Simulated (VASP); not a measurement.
Write the native input for VASP 6.6.1 that does the following.

| Property | Result |
| --- | --- |
| Task | relaxation of cell and atoms |
| Functional | PBE |
| Potentials or basis | VASP PAW PBE potentials, release 64 (Ga_d, N) |
| Cutoff | 600 eV |
| k mesh | 16 × 16 × 16 |
| Occupations | fermi-dirac, width 0.05 eV |
| Spin | no spin polarisation |
| Target pressure | 290 GPa |
| Dipole correction | no |
| Further INCAR settings | ALGO = Normal; EDIFF = 1e-06; IBRION = 2; EDIFFG = -0.005; NSW = 32; ISIF = 3 |

The structure of GaN (CsCl type) lies in POSCAR:

```
GaN
1.0
    2.2799517453      0.0000000000      0.0000000000
    0.0000000000      2.2799517453      0.0000000000
    0.0000000000      0.0000000000      2.2799517453
Ga N
1 1
Direct
    0.0000000000      0.0000000000      0.0000000000
    0.5000000000      0.5000000000      0.5000000000
```

These files were run (other wordings do the same):

INCAR

```
  PREC = Accurate
  ENCUT = 600
  EDIFF = 1E-6
  ISMEAR = -1
  SIGMA = 0.05
  LREAL = False
  LASPH = True
  NELM = 100
  ALGO = Normal
  ISIF = 3
  LWAVE = False
  LCHARG = False
  GGA = PE
  IBRION = 2
  NSW = 32
  EDIFFG = -0.005
  PSTRESS = 2900.0
```

KPOINTS

```
Automatic mesh
0
Gamma
  16 16 16
```

Potentials or basis: VASP PAW PBE potentials, release 64 (Ga_d, N).

Run with:

```sh
$ cat potpaw_PBE.64/Ga_d/POTCAR potpaw_PBE.64/N/POTCAR > POTCAR
$ mpirun -np 1 vasp_std > vasp.out
```

It gave:

```
Relaxed volume                                         : 5.95 Å³/atom
Relaxed cell                                           : a = 2.283 Å, b = 2.283 Å, c = 2.283 Å, α = 90.00°, β = 90.00°, γ = 90.00°
Space group after relaxing (to 0.05 Å)                 : Pm-3m (No. 221)
Energy change on relaxing (the enthalpy is what falls) : -39.1 meV/atom
Ionic steps                                            : 3
Pressure after relaxing                                : 290.1 GPa
Band gap on the k mesh                                 : zero (band 9 reaches 16.99 eV, above the bottom of band 10 at 15.22 eV)
```

Caveat: the cell is relaxed towards a set pressure, so the enthalpy falls and the energy may rise.

Run time: 44 s on 1 thread of Intel(R) Xeon(R) Platinum 8375C CPU @ 2.90GHz (Ice Lake), on a shared host, peak memory 0.15 GiB.
